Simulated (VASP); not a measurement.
# HfN (I4/mmm) in VASP: further runs, part 2 of 2

VASP 6.6.1.

## (4) Single point, PBEsol (strain +0.000 along x and y, +0.080 along z)

INCAR reads:

```
SYSTEM = HfN
ALGO = Normal
EDIFF = 1E-6
ENCUT = 520
GGA = PS
ISIF = 2
ISMEAR = 0
LASPH = .TRUE.
LCHARG = .TRUE.
LELF = .TRUE.
LREAL = .FALSE.
LVHAR = .TRUE.
LWAVE = .FALSE.
NBANDS = 14
NELM = 60
PREC = Accurate
SIGMA = 0.15
```

KPOINTS reads:

```
k-points
0
G
  18 18 18
  0 0 0
```

POSCAR reads:

```
HfN
1.0
    0.0000000000      2.2590000000      2.4397200000
    2.2590000000      0.0000000000      2.4397200000
    2.2590000000      2.2590000000      0.0000000000
Hf N
1 1
Direct
    0.0000000000      0.0000000000      0.0000000000
    0.5000000000      0.5000000000      0.5000000000
```

Command:

```sh
$ cat potpaw_PBE.64/Hf_pv/POTCAR potpaw_PBE.64/N/POTCAR > POTCAR
$ mpirun -np 1 vasp_std > vasp.out
```

It took 4.4 min on 1 thread of Intel Xeon 8259CL, shared host; peak memory 0.3 GiB.

It converged, with:

```yaml
Free_energy: -22.7331 eV
Pressure: -19.6 GPa
Band_gap_on_the_k_mesh: zero (an odd number of electrons rules out a gap without spin polarisation)
```

Stress tensor (GPa, compression positive):
```
-12.42   0.00   0.00
  0.00 -12.42   0.00
  0.00   0.00 -34.08
```

Levels at points of the mesh, in eV from the Fermi level:
```
           k point  band 6  band 7  band 8  band 9  band 10  band 11
(0.00, 0.00, 0.00)   -2.81   -2.81   -0.85   -0.04    -0.03    -0.03
(0.50, 0.00, 0.00)   -5.89   -5.83    2.97    3.17     3.66     3.93
(0.50, 0.50, 0.00)   -3.40   -3.40   -3.40    3.71     4.80     4.90
(0.50, 0.00, 0.50)   -3.80   -3.60   -3.55    3.15     4.39     5.32
```

Caveat: the cell differs from its parent crystal (strain +0.000 along x and y, +0.080 along z); the stress differs along the axes, from -34 to -12 GPa; the PAW data sets were made with another functional, which shifts forces and pressure a little; spin-orbit coupling is left out, which moves the levels of the heavy elements.

## (5) Single point, PBEsol (strain +0.040 along x and y, +0.000 along z)

INCAR reads:

```
ALGO = Normal ; EDIFF = 1E-7
ENCUT = 520 ; GGA = PS
ISIF = 2 ; ISMEAR = 0
LASPH = True ; LCHARG = False
LREAL = False ; LWAVE = False
NBANDS = 14 ; NELM = 80
PREC = Accurate ; SIGMA = 0.15
```

KPOINTS reads:

```
k-points
0
Gamma
  18 18 18
```

POSCAR reads:

```
HfN
1.0
    0.0000000000      2.3493600000      2.2590000000
    2.3493600000      0.0000000000      2.2590000000
    2.3493600000      2.3493600000      0.0000000000
Hf N
1 1
Direct
    0.0000000000      0.0000000000      0.0000000000
    0.5000000000      0.5000000000      0.5000000000
```

Potentials or basis: VASP PAW PBE potentials, release 64 (Hf_pv, N).

Command:

```sh
$ cat potpaw_PBE.64/Hf_pv/POTCAR potpaw_PBE.64/N/POTCAR > POTCAR
$ mpirun -np 1 vasp_std > vasp.out
```

OUTCAR:

```text
EDIFF = 1E-7
   ENCUT = 520
   GGA = PS
   ISIF = 2
   ISMEAR = 0
   LASPH = True
   LREAL = False
   NELM = 80
   PREC = Accurate

 ion  position               nearest neighbor table
   1  0.000  0.000  0.000-   2 2.26   2 2.26   2 2.35   2 2.35   2 2.35   2 2.35
   2  0.500  0.500  0.500-   1 2.26   1 2.26   1 2.35   1 2.35   1 2.35   1 2.35

  LATTYP: Found a body centered tetragonal cell.
 ALAT       =     3.3224967749
 C/A-ratio  =     1.3598207331

  Lattice vectors:

 A1 = (   0.0000000000,  -2.3493600000,  -2.2590000000)
 A2 = (   0.0000000000,   2.3493600000,  -2.2590000000)
 A3 = (   2.3493600000,   0.0000000000,   2.2590000000)

Analysis of symmetry for initial positions (statically):
=====================================================================
 Subroutine PRICEL returns:
 Original cell was already a primitive cell.

 Routine SETGRP: Setting up the symmetry group for a
 body centered tetragonal supercell.

 Subroutine GETGRP returns: Found 16 space group operations
 (whereof 16 operations were pure point group operations)
[... 177 lines left out ...]
      5       4.5777      2.00000
      6       4.5777      2.00000
      7       4.7316      2.00000
      8       7.0613      1.99997
      9       7.0613      1.99997
     10       7.4582      1.31855
     11       8.2650      0.00000
     12       9.0046      0.00000
     13       9.9191      0.00000
     14      16.8834      0.00000
[... 377 lines left out ...]
      1     -24.1947      2.00000
      2     -23.8942      2.00000
      3     -23.8753      2.00000
      4      -8.4698      2.00000
      5       1.4156      2.00000
      6       2.7077      2.00000
      7       3.1445      2.00000
      8       7.8004      0.00486
      9       8.3035      0.00000
     10       9.1956      0.00000
     11      11.4089      0.00000
     12      12.0062      0.00000
     13      12.3122      0.00000
     14      19.4040      0.00000

 [... further k-points ...]

------------------------ aborting loop because EDIFF is reached ----------------------------------------

  FORCE on cell =-STRESS in cart. coord.  units (eV):
  Direction    XX          YY          ZZ          XY          YZ          ZX
  --------------------------------------------------------------------------------------
  -------------------------------------------------------------------------------------
  Total       -4.1345720     -4.1345720     -2.0543471      0.0000000      0.0000000     -0.0000000
  in kB     -265.6414080   -265.6414080   -131.9893979      0.0000000      0.0000000     -0.0000000
  external PRESSURE =    -221.0907379 kB  Pullay stress =       0.0000000 kB

 VOLUME and BASIS-vectors are now :
 -----------------------------------------------------------------------------
  energy-cutoff  :      520.00
  volume of cell :       24.94
      direct lattice vectors                 reciprocal lattice vectors
     0.000000000  2.349360000  2.259000000    -0.212823918  0.212823918  0.221336875
     2.349360000  0.000000000  2.259000000     0.212823918 -0.212823918  0.221336875
     2.349360000  2.349360000  0.000000000     0.212823918  0.212823918 -0.221336875

 POSITION                                       TOTAL-FORCE (eV/Angst)
 -----------------------------------------------------------------------------------
      0.00000      0.00000      0.00000         0.000000      0.000000      0.000000
      2.34936      2.34936      2.25900        -0.000000      0.000000      0.000000
 -----------------------------------------------------------------------------------
    total drift:                                0.000000     -0.000000     -0.000000

  FREE ENERGIE OF THE ION-ELECTRON SYSTEM (eV)
  ---------------------------------------------------
  free  energy   TOTEN  =       -22.7917110677 eV

  energy  without entropy=      -22.7846350383  energy(sigma->0) =      -22.78817305
```

OSZICAR:

```text
N       E                     dE             d eps       ncg     rms          rms(c)
DAV:   1     0.366603214858E+02    0.36660E+02   -0.77158E+03 13464   0.998E+02
DAV:   2    -0.234508942521E+02   -0.60111E+02   -0.56142E+02 18182   0.232E+02
DAV:   3    -0.255474640849E+02   -0.20966E+01   -0.20884E+01 15374   0.352E+01
DAV:   4    -0.255561437198E+02   -0.86796E-02   -0.86784E-02 16020   0.268E+00
DAV:   5    -0.255562029247E+02   -0.59205E-04   -0.59205E-04 15374   0.192E-01    0.434E+01
DAV:   6    -0.229575301983E+02    0.25987E+01   -0.76611E+00 14706   0.205E+01    0.376E+01
DAV:   7    -0.228328489494E+02    0.12468E+00   -0.47784E-01 16668   0.592E+00    0.245E+01
DAV:   8    -0.228003986918E+02    0.32450E-01   -0.17349E-01 15000   0.338E+00    0.572E+00
DAV:   9    -0.227918571504E+02    0.85415E-02   -0.23043E-02 14706   0.119E+00    0.200E+00
DAV:  10    -0.227917490977E+02    0.10805E-03   -0.11560E-03 18140   0.311E-01    0.464E-01
DAV:  11    -0.227917117080E+02    0.37390E-04   -0.80846E-05 16968   0.856E-02    0.731E-02
DAV:  12    -0.227917111084E+02    0.59957E-06   -0.73484E-06 16872   0.227E-02    0.647E-03
DAV:  13    -0.227917110677E+02    0.40735E-07   -0.11189E-07 11822   0.329E-03
   1 F= -.22791711E+02 E0= -.22788173E+02  d E =-.707603E-02
```

Run time: 2.8 min. Hardware: 1 thread of Intel Xeon 8259CL, shared host; peak memory 0.29 GiB.

Results:

```
Free energy            : -22.7917 eV
Pressure               : -22.1 GPa
Band gap on the k mesh : zero (an odd number of electrons rules out a gap without spin polarisation)
```

Stress tensor (GPa, compression positive):
```
-26.56   0.00   0.00
  0.00 -26.56   0.00
  0.00   0.00 -13.20
```

Caveat: the cell differs from its parent crystal (strain +0.040 along x and y, +0.000 along z); the stress differs along the axes, from -27 to -13 GPa; the PAW data sets were made with another functional, which shifts forces and pressure a little; spin-orbit coupling is left out, which moves the levels of the heavy elements.

## (6) Single point, PBEsol (strain +0.080 along x and y, -0.040 along z)

INCAR reads:

```
SYSTEM = HfN
ALGO = Normal
EDIFF = 1E-6
ENCUT = 520
GGA = PS
ISIF = 2
ISMEAR = 0
LASPH = .TRUE.
LCHARG = .TRUE.
LELF = .TRUE.
LREAL = .FALSE.
LVHAR = .TRUE.
LWAVE = .FALSE.
NBANDS = 14
NELM = 80
PREC = Accurate
SIGMA = 0.15
```

KPOINTS reads:

```
k-points
0
G
  18 18 18
  0 0 0
```

POSCAR reads:

```
HfN
1.0
    0.0000000000      2.4397200000      2.1686400000
    2.4397200000      0.0000000000      2.1686400000
    2.4397200000      2.4397200000      0.0000000000
Hf N
1 1
Direct
    0.0000000000      0.0000000000      0.0000000000
    0.5000000000      0.5000000000      0.5000000000
```

Potentials or basis: VASP PAW PBE potentials, release 64 (Hf_pv, N).

Command:

```sh
$ cat potpaw_PBE.64/Hf_pv/POTCAR potpaw_PBE.64/N/POTCAR > POTCAR
$ mpirun -np 1 vasp_std > vasp.out
```

It took 2.8 min on 1 thread of Intel Xeon 8259CL, shared host; peak memory 0.3 GiB.

It converged, with:

* Free energy: -22.4443 eV
* Pressure: -21.5 GPa
* Band gap on the k mesh: zero (an odd number of electrons rules out a gap without spin polarisation)

Stress tensor (GPa, compression positive):
```
-34.77   0.00   0.00
  0.00 -34.77   0.00
  0.00   0.00   5.08
```

Levels at points of the mesh, in eV from the Fermi level:
```csv
k point,band 6,band 7,band 8,band 9,band 10,band 11
"(0.00, 0.00, 0.00)",-3.00,-2.52,-0.61,-0.61,-0.44,0.50
"(0.50, 0.00, 0.00)",-5.77,-5.77,2.50,3.40,3.70,3.74
"(0.50, 0.50, 0.00)",-3.91,-3.91,-3.57,3.61,4.33,4.66
"(0.50, 0.00, 0.50)",-3.56,-3.19,-3.15,2.46,4.03,5.17
```

Caveat: the cell differs from its parent crystal (strain +0.080 along x and y, -0.040 along z); the stress differs along the axes, from -35 to 5 GPa; the PAW data sets were made with another functional, which shifts forces and pressure a little; spin-orbit coupling is left out, which moves the levels of the heavy elements.

## (7) The runs side by side

```tsv
cell	gap on the mesh (eV)	pressure (GPa)
a = 3.197, b = 3.197, c = 3.322 Å, angles 58.7, 58.7, 62.6°, 2 atoms	none	-10.6
a = 3.205, b = 3.205, c = 3.450 Å, angles 57.4, 57.4, 65.1°, 2 atoms	none	-5.6
a = 3.325, b = 3.325, c = 3.195 Å, angles 61.3, 61.3, 57.4°, 2 atoms	none	-19.6
a = 3.259, b = 3.259, c = 3.322 Å, angles 59.4, 59.4, 61.3°, 2 atoms	none	-22.1
a = 3.264, b = 3.264, c = 3.450 Å, angles 58.1, 58.1, 63.8°, 2 atoms	none	-21.5
```

Alike in all rows: task single point; level PBEsol; potentials or basis VASP PAW PBE potentials, release 64 (Hf_pv, N); no spin polarisation; k mesh 18 × 18 × 18; cutoff (eV) 520; smearing gaussian 0.15 eV.

Caveats: the PAW data sets were made with another functional, which shifts forces and pressure a little; spin-orbit coupling is left out, which moves the levels of the heavy elements; the stress differs along the axes, from -23 to 15 GPa (at least some runs); the stress differs along the axes, from -31 to 45 GPa (at least some runs); the stress differs along the axes, from -34 to -12 GPa (at least some runs); the stress differs along the axes, from -27 to -13 GPa (at least some runs); the stress differs along the axes, from -35 to 5 GPa (at least some runs).

Absolute energies hang on the potentials; compare differences alone.
